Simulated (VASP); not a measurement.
# Cu (Fm-3m) in VASP: a series of runs

Runs on Cu. Level: PBEsol. Tasks: single point, relaxation of cell and atoms.

Everything below comes from runs of VASP 6.6.1. Logs are shortened: lines on timing, memory, paths and dates and some standing lists are left out, and cuts for length are marked.

**1. The cell of the first run**

The structure is cubic, space group Fm-3m (No. 225). The conventional cell has a = 3.570 Å, b = 3.570 Å, c = 3.570 Å, α = 90.00°, β = 90.00°, γ = 90.00°. Cu (site symmetry m-3m) has 12 Cu at 2.52 Å within 3.3 Å.

**2. Single point, PBEsol**

INCAR reads:

```
ALGO = Normal ; EDIFF = 1E-6
ENCUT = 600 ; GGA = PS
GGA_COMPAT = F ; ISIF = 2
ISMEAR = 0 ; LASPH = T
LCHARG = T ; LELF = T
LREAL = F ; LVHAR = T
LWAVE = F ; NBANDS = 12
NELM = 120 ; PREC = Accurate
SIGMA = 0.05
```

KPOINTS reads:

```
k-points
0
Gamma
  8 8 8
```

POSCAR reads:

```
Cu
1.0
    0.0000000000      1.7850379415      1.7850379415
    1.7850379415      0.0000000000      1.7850379415
    1.7850379415      1.7850379415      0.0000000000
Cu
1
Direct
    0.0000000000      0.0000000000      0.0000000000
```

Potentials or basis: VASP PAW PBE potentials, release 64 (Cu).

On the command line:

```bash
> cat potpaw_PBE.64/Cu/POTCAR > POTCAR
> mpirun -np 1 vasp_std > vasp.out
```

OUTCAR:

```text
EDIFF = 1E-6
   ENCUT = 600
   GGA = PS
   ISIF = 2
   ISMEAR = 0
   LASPH = T
   LREAL = F
   NELM = 120
   PREC = Accurate

 ion  position               nearest neighbor table
   1  0.000  0.000  0.000-

  LATTYP: Found a face centered cubic cell.
 ALAT       =     3.5700758830

  Lattice vectors:

 A1 = (   0.0000000000,   1.7850379415,   1.7850379415)
 A2 = (   1.7850379415,   0.0000000000,   1.7850379415)
 A3 = (   1.7850379415,   1.7850379415,   0.0000000000)

Analysis of symmetry for initial positions (statically):
=====================================================================
 Subroutine PRICEL returns:
 Original cell was already a primitive cell.

 Routine SETGRP: Setting up the symmetry group for a
 face centered cubic supercell.

 Subroutine GETGRP returns: Found 48 space group operations
 (whereof 48 operations were pure point group operations)
 out of a pool of 48 trial point group operations.

The static configuration has the point symmetry O_h .

Analysis of symmetry for dynamics (positions and initial velocities):
=====================================================================
 Subroutine PRICEL returns:
 Original cell was already a primitive cell.

 Routine SETGRP: Setting up the symmetry group for a
 face centered cubic supercell.

 Subroutine GETGRP returns: Found 48 space group operations
 (whereof 48 operations were pure point group operations)
 out of a pool of 48 trial point group operations.

The dynamic configuration has the point symmetry O_h .

 Subroutine INISYM returns: Found 48 space group operations
 (whereof 48 operations are pure point group operations),
 and found     1 'primitive' translations

----------------------------------------------------------------------------------------

                                     Primitive cell

  volume of cell :      11.3755

  direct lattice vectors                    reciprocal lattice vectors
     0.000000000  1.785037941  1.785037941    -0.280106091  0.280106091  0.280106091
     1.785037941  0.000000000  1.785037941     0.280106091 -0.280106091  0.280106091
     1.785037941  1.785037941  0.000000000     0.280106091  0.280106091 -0.280106091

  length of vectors
     2.524424866  2.524424866  2.524424866     0.485157981  0.485157981  0.485157981

  position of ions in fractional coordinates (direct lattice)
     0.000000000  0.000000000  0.000000000

  ion indices of the primitive-cell ions
   primitive index   ion index
                 1           1

----------------------------------------------------------------------------------------

 KPOINTS: k-points

Automatic generation of k-mesh.
 Grid dimensions read from file:
 generate k-points for:    8    8    8

 Generating k-lattice:

  Cartesian coordinates                     Fractional coordinates (reciprocal lattice)
    -0.035013261  0.035013261  0.035013261     0.125000000  0.000000000  0.000000000
     0.035013261 -0.035013261  0.035013261     0.000000000  0.125000000  0.000000000
     0.035013261  0.035013261 -0.035013261     0.000000000  0.000000000  0.125000000

  Length of vectors
     0.060644748  0.060644748  0.060644748

  Shift w.r.t. Gamma in fractional coordinates (k-lattice)
     0.000000000  0.000000000  0.000000000

 Subroutine IBZKPT returns following result:
 ===========================================

 Found     29 irreducible k-points:

 Following reciprocal coordinates:
            Coordinates               Weight
  0.000000  0.000000  0.000000      1.000000
  0.125000  0.000000  0.000000      8.000000
  0.250000  0.000000  0.000000      8.000000
  0.375000  0.000000  0.000000      8.000000
  0.500000  0.000000  0.000000      4.000000
  0.125000  0.125000  0.000000      6.000000
[... 16 lines left out ...]
  0.500000  0.250000  0.125000     48.000000
 -0.375000  0.250000  0.125000     24.000000
 [... further k-points ...]
   k-points           NKPTS =     29   k-points in BZ     NKDIM =     29   number of bands    NBANDS=     12
   number of dos      NEDOS =    301   number of ions     NIONS =      1
   total plane-waves  NPLWV =   8000
   dimension x,y,z NGX =    20 NGY =   20 NGZ =   20
   dimension x,y,z NGXF=    40 NGYF=   40 NGZF=   40
   ions per type =               1
   NGX,Y,Z   is equivalent  to a cutoff of  13.17, 13.17, 13.17 a.u.
   NGXF,Y,Z  is equivalent  to a cutoff of  26.34, 26.34, 26.34 a.u.
 SYSTEM =  unknown system
   PREC   = accura    normal or accurate (medium, high low for compatibility)
   ISTART =      0    job   : 0-new  1-cont  2-samecut
   ICHARG =      2    charge: 1-file 2-atom 10-const
   ISPIN  =      1    spin polarized calculation?
   LNONCOLLINEAR =      F non collinear calculations
   LSORBIT =      F    spin-orbit coupling
   LASPH  =      T    aspherical Exc in radial PAW
   ENCUT  =  600.0 eV  44.10 Ry    6.64 a.u.   5.04  5.04  5.04*2*pi/ulx,y,z
   NELM   =    120;   NELMIN=  2; NELMDL= -5     # of ELM steps
   EDIFF  = 0.1E-05   stopping-criterion for ELM
   LREAL  =      F    real-space projection
   EDIFFG = 0.1E-04   stopping-criterion for IOM
   NSW    =      0    number of steps for IOM
   IBRION =     -1    ionic relax: 0-MD 1-quasi-New 2-CG
   NFREE  =      0    steps in history (QN), initial steepest desc. (CG)
   ISIF   =      2    stress and relaxation
   ISYM   =      2    0-nonsym 1-usesym 2-fastsym
   POTIM  = 0.5000    time-step for ionic-motion
   TEBEG  =    0.0;   TEEND  =   0.0 temperature during run
   PSTRESS=    0.0 pullay stress
   NELECT =      11.0000    total number of electrons
   NUPDOWN=      -1.0000    fix difference up-down
   EMIN   =  10.00;   EMAX   =-10.00  energy-range for DOS
   EFERMI =   0.00;   METHOD = LEGACY
   ISMEAR =     0;   SIGMA  =   0.05  broadening in eV -4-tet -1-fermi 0-gaus
   EFERMI_NEDOS =   21; number of points for ismear=-14 and -15
   IALGO  =     38    algorithm
   IMIX   =      4    mixing-type and parameters
     AMIX     =   0.40;   BMIX     =  1.00
     AMIX_MAG =   1.60;   BMIX_MAG =  1.00
  volume/ion in A,a.u.               =      11.38        76.77
  Fermi-wavevector in a.u.,A,eV,Ry     =   1.618881  3.059242 35.657821  2.620776
  Thomas-Fermi vector in A             =   2.713072
   LORBIT       =      0    0 simple, 1 ext, 2 COOP (PROOUT), +10 PAW based schemes
   GGA     = PS    functional components
   LHFCALC =     F    Hartree Fock is set to
   AEXX    =    0.0000 exact exchange contribution
   IVDW    =     0    specifies the selected vdW correction
   LEPSILON=     F    determine dielectric tensor
   LRPA    =     F    only Hartree local field effects (RPA)
 non-spin polarized calculation
 Gauss-broadening in eV      SIGMA  =   0.05
  energy-cutoff  :      600.00
  volume of cell :       11.38
 maximum number of plane-waves:       392
   NGX =  9   NGY =  9   NGZ =  9

 number of electron      11.0000013 magnetization

 Free energy of the ion-electron system (eV)
  ---------------------------------------------------
  ext. energy  EPLUGINS =         0.00000000
  ---------------------------------------------------
  free energy    TOTEN  =        -4.27425655 eV

  energy without entropy =       -4.27273978  energy(sigma->0) =       -4.27349816

 E-fermi :   7.7784     XC(G=0): -13.1271

 val. band max:        7.7411348639   @ k =   0.5000   0.2500   0.1250
 cond. band min:       7.9721639525   @ k =   0.5000   0.1250   0.0000
 fundamental gap:      0.2310290886
 Fermi energy:         7.7784160947

 k-point     1 :       0.0000    0.0000    0.0000
  band No.  band energies     occupation
      1      -1.8056      2.00000
      2       4.7418      2.00000
      3       4.7418      2.00000
      4       4.7418      2.00000
      5       5.6245      2.00000
      6       5.6245      2.00000
      7      30.7551      0.00000
      8      33.6640      0.00000
      9      33.6640      0.00000
     10      33.6640      0.00000
     11      36.1789      0.00000
     12      36.1789      0.00000

 k-point     2 :       0.1250    0.0000    0.0000
  band No.  band energies     occupation
      1      -1.2272      2.00000
      2       4.6235      2.00000
      3       4.8410      2.00000
      4       4.8410      2.00000
      5       5.5929      2.00000
      6       5.5929      2.00000
      7      27.0632      0.00000
      8      31.4658      0.00000
      9      32.4493      0.00000
     10      32.4493      0.00000
     11      38.0620      0.00000
     12      38.0741      0.00000

 k-point     3 :       0.2500    0.0000    0.0000
  band No.  band energies     occupation
      1       0.3702      2.00000
      2       4.4650      2.00000
      3       4.9087      2.00000
      4       4.9087      2.00000
      5       5.7096      2.00000
      6       5.7096      2.00000
      7      20.6082      0.00000
      8      30.6763      0.00000
      9      31.2256      0.00000
     10      31.2256      0.00000
     11      36.9473      0.00000
     12      36.9473      0.00000
[... 286 lines left out ...]
 k-point    23 :       0.5000    0.2500    0.1250
  band No.  band energies     occupation
      1       3.0475      2.00000
      2       4.1098      2.00000
      3       4.4480      2.00000
      4       5.3252      2.00000
      5       5.9776      2.00000
      6       7.7411      1.70833
      7      16.0731      0.00000
      8      21.6350      0.00000
      9      24.6224      0.00000
     10      32.2459      0.00000
     11      35.8520      0.00000
     12      39.7972      0.00000

 k-point    24 :      -0.3750    0.2500    0.1250
  band No.  band energies     occupation
      1       3.3731      2.00000
      2       4.1028      2.00000
      3       4.6566      2.00000
      4       5.2175      2.00000
      5       6.1658      2.00000
      6       9.9946      0.00000
      7      12.2948      0.00000
      8      22.3267      0.00000
      9      22.8287      0.00000
     10      31.9329      0.00000
     11      35.7429      0.00000
     12      43.2810      0.00000

 [... further k-points ...]

------------------------ aborting loop because EDIFF is reached ----------------------------------------

  FORCE on cell =-STRESS in cart. coord.  units (eV):
  Direction    XX          YY          ZZ          XY          YZ          ZX
  --------------------------------------------------------------------------------------
  -------------------------------------------------------------------------------------
  Total        0.0576371      0.0576371      0.0576371      0.0000000     -0.0000000      0.0000000
  in kB        8.1178360      8.1178360      8.1178360      0.0000000     -0.0000000      0.0000000
  external PRESSURE =       8.1178360 kB  Pullay stress =       0.0000000 kB

 VOLUME and BASIS-vectors are now :
 -----------------------------------------------------------------------------
  energy-cutoff  :      600.00
  volume of cell :       11.38
      direct lattice vectors                 reciprocal lattice vectors
     0.000000000  1.785037941  1.785037941    -0.280106091  0.280106091  0.280106091
     1.785037941  0.000000000  1.785037941     0.280106091 -0.280106091  0.280106091
     1.785037941  1.785037941  0.000000000     0.280106091  0.280106091 -0.280106091

 POSITION                                       TOTAL-FORCE (eV/Angst)
 -----------------------------------------------------------------------------------
      0.00000      0.00000      0.00000        -0.000000      0.000000      0.000000
 -----------------------------------------------------------------------------------
    total drift:                                0.000000      0.000000      0.000000

  FREE ENERGIE OF THE ION-ELECTRON SYSTEM (eV)
  ---------------------------------------------------
  free  energy   TOTEN  =        -4.2742565459 eV

  energy  without entropy=       -4.2727397823  energy(sigma->0) =       -4.27349816
```

Wall time 6 s (1 thread of Intel Xeon 8259CL, shared host); peak memory 0.12 GiB.

Results:

```
Free energy            : -4.2743 eV
Pressure               : 0.8 GPa
Band gap on the k mesh : zero (an odd number of electrons rules out a gap without spin polarisation)
```

Levels at points of the mesh, in eV from the Fermi level:
```tsv
k point	band 2	band 3	band 4	band 5	band 6	band 7	band 8	band 9	band 10	band 11
(0.00, 0.00, 0.00)	-3.04	-3.04	-3.04	-2.15	-2.15	22.98	25.89	25.89	25.89	28.40
(0.50, 0.00, 0.00)	-3.07	-3.07	-1.55	-1.55	-1.06	4.03	21.45	22.70	22.70	25.67
(0.50, 0.50, 0.00)	-4.52	-1.57	-1.40	-1.40	1.52	7.46	13.42	13.42	18.04	20.96
```

Caveat: the k points lie up to 0.38 Å⁻¹ apart, too coarse for converged energies and pressures of a metal; the PAW data sets were made with another functional, which shifts forces and pressure a little.

**3. Relaxation of cell and atoms, PBEsol**

This run uses another cell than the first one, of 11.81 Å³/atom.

INCAR reads:

```
  PREC = Accurate
  ENCUT = 600
  EDIFF = 1E-7
  ISMEAR = 0
  SIGMA = 0.05
  LREAL = False
  LASPH = True
  NELM = 120
  ALGO = Normal
  ISIF = 3
  LWAVE = False
  LCHARG = False
  GGA = PS
  IBRION = 2
  NSW = 60
  EDIFFG = -0.01
  GGA_COMPAT = False
  NELMIN = 4
```

KPOINTS reads:

```
Automatic mesh
0
Gamma
  8 8 8
```

POSCAR reads:

```
Cu
1.0
    0.0000000000      1.8075000000      1.8075000000
    1.8075000000      0.0000000000      1.8075000000
    1.8075000000      1.8075000000      0.0000000000
Cu
1
Direct
    0.0000000000      0.0000000000      0.0000000000
```

Potentials or basis: VASP PAW PBE potentials, release 64 (Cu).

On the command line:

```bash
> cat potpaw_PBE.64/Cu/POTCAR > POTCAR
> mpirun -np 1 vasp_std > vasp.out
```

OUTCAR:

```text
PREC = Accurate
   ENCUT = 600
   EDIFF = 1E-7
   ISMEAR = 0
   LREAL = False
   LASPH = True
   NELM = 120
   ISIF = 3
   GGA = PS
   IBRION = 2
   NSW = 60
   EDIFFG = -0.01
   NELMIN = 4

 ion  position               nearest neighbor table
   1  0.000  0.000  0.000-

  LATTYP: Found a face centered cubic cell.
 ALAT       =     3.6150000000

  Lattice vectors:

 A1 = (   0.0000000000,   1.8075000000,   1.8075000000)
 A2 = (   1.8075000000,   0.0000000000,   1.8075000000)
 A3 = (   1.8075000000,   1.8075000000,   0.0000000000)

Analysis of symmetry for initial positions (statically):
=====================================================================
 Subroutine PRICEL returns:
 Original cell was already a primitive cell.

 Routine SETGRP: Setting up the symmetry group for a
 face centered cubic supercell.

 Subroutine GETGRP returns: Found 48 space group operations
 (whereof 48 operations were pure point group operations)
 out of a pool of 48 trial point group operations.

The static configuration has the point symmetry O_h .

[... 167 lines left out ...]
  Total       -0.3595191     -0.3595191     -0.3595191     -0.0000000      0.0000000      0.0000000
  in kB      -48.7716746    -48.7716746    -48.7716746     -0.0000000      0.0000000      0.0000000
  external PRESSURE =     -48.7716746 kB  Pullay stress =       0.0000000 kB
[... 57 lines left out ...]
--------------------------------------- Ionic step        3  -------------------------------------------

 number of electron      11.0000012 magnetization

 Free energy of the ion-electron system (eV)
  ---------------------------------------------------
  ext. energy  EPLUGINS =         0.00000000
  ---------------------------------------------------
  free energy    TOTEN  =        -4.27452409 eV

  energy without entropy =       -4.27300732  energy(sigma->0) =       -4.27376571

 E-fermi :   7.7165     XC(G=0): -13.0996

 val. band max:        7.6792529999   @ k =   0.5000   0.2500   0.1250
 cond. band min:       7.9142882581   @ k =   0.5000   0.1250   0.0000
 fundamental gap:      0.2350352582
 Fermi energy:         7.7165342314

 k-point     1 :       0.0000    0.0000    0.0000
  band No.  band energies     occupation
      1      -1.8288      2.00000
      2       4.6969      2.00000
      3       4.6969      2.00000
      4       4.6969      2.00000
      5       5.5732      2.00000
      6       5.5732      2.00000
      7      30.6584      0.00000
      8      33.5306      0.00000
      9      33.5306      0.00000
[... 265 lines left out ...]
 k-point    24 :      -0.3750    0.2500    0.1250
  band No.  band energies     occupation
      1       3.3370      2.00000
      2       4.0636      2.00000
      3       4.6132      2.00000
      4       5.1696      2.00000
      5       6.1108      2.00000
      6       9.9306      0.00000
      7      12.2119      0.00000
      8      22.2291      0.00000
      9      22.7163      0.00000

 [... further k-points ...]

------------------------ aborting loop because EDIFF is reached ----------------------------------------

  FORCE on cell =-STRESS in cart. coord.  units (eV):
  Direction    XX          YY          ZZ          XY          YZ          ZX
  --------------------------------------------------------------------------------------
  -------------------------------------------------------------------------------------
  Total        0.0005909      0.0005909      0.0005909      0.0000000      0.0000000     -0.0000000
  in kB        0.0828404      0.0828404      0.0828404      0.0000000      0.0000000     -0.0000000
  external PRESSURE =       0.0828404 kB  Pullay stress =       0.0000000 kB
[... 16 lines left out ...]
  FREE ENERGIE OF THE ION-ELECTRON SYSTEM (eV)
  ---------------------------------------------------
  free  energy   TOTEN  =        -4.2745240882 eV

  energy  without entropy=       -4.2730073248  energy(sigma->0) =       -4.27376571

 reached required accuracy - stopping structural energy minimisation
```

It took 18 s on 1 thread of Intel Xeon 8259CL, shared host; peak memory 0.13 GiB.

Results:

```yaml
Free_energy: -4.2745 eV
Relaxed_volume: 11.43 Å³/atom
Relaxed_cell: a = 2.528 Å, b = 2.528 Å, c = 2.528 Å, α = 60.00°, β = 60.00°, γ = 60.00°
Space_group_after_relaxing_to_0.1_Å: Fm-3m (No. 225)
Energy_gained_by_relaxing: 6.0 meV/atom
Ionic_steps: 3
Pressure_after_relaxing: 0.0 GPa
Band_gap_on_the_k_mesh: zero (an odd number of electrons rules out a gap without spin polarisation)
```

The path:
| step | energy change (eV) | largest force (eV/Å) | pressure (GPa) | volume (Å³) |
| --- | --- | --- | --- | --- |
| 1 | 0.0000 | 0.0000 | -4.88 | 11.81 |
| 2 | -0.0038 | 0.0000 | 3.35 | 11.21 |
| 3 | -0.0060 | 0.0000 | 0.01 | 11.43 |

Final structure:
```cif
data_structure
_symmetry_space_group_name_H-M 'P 1'
_symmetry_Int_Tables_number 1
_cell_length_a 2.5283
_cell_length_b 2.5283
_cell_length_c 2.5283
_cell_angle_alpha 60.000
_cell_angle_beta 60.000
_cell_angle_gamma 60.000
_cell_volume 11.43
loop_
_atom_site_label
_atom_site_type_symbol
_atom_site_fract_x
_atom_site_fract_y
_atom_site_fract_z
_atom_site_occupancy
Cu1 Cu 0.00000 0.00000 0.00000 1
```

Caveat: the k points lie up to 0.38 Å⁻¹ apart in the final cell, too coarse for converged energies and pressures of a metal; the PAW data sets were made with another functional, which shifts forces and pressure a little.
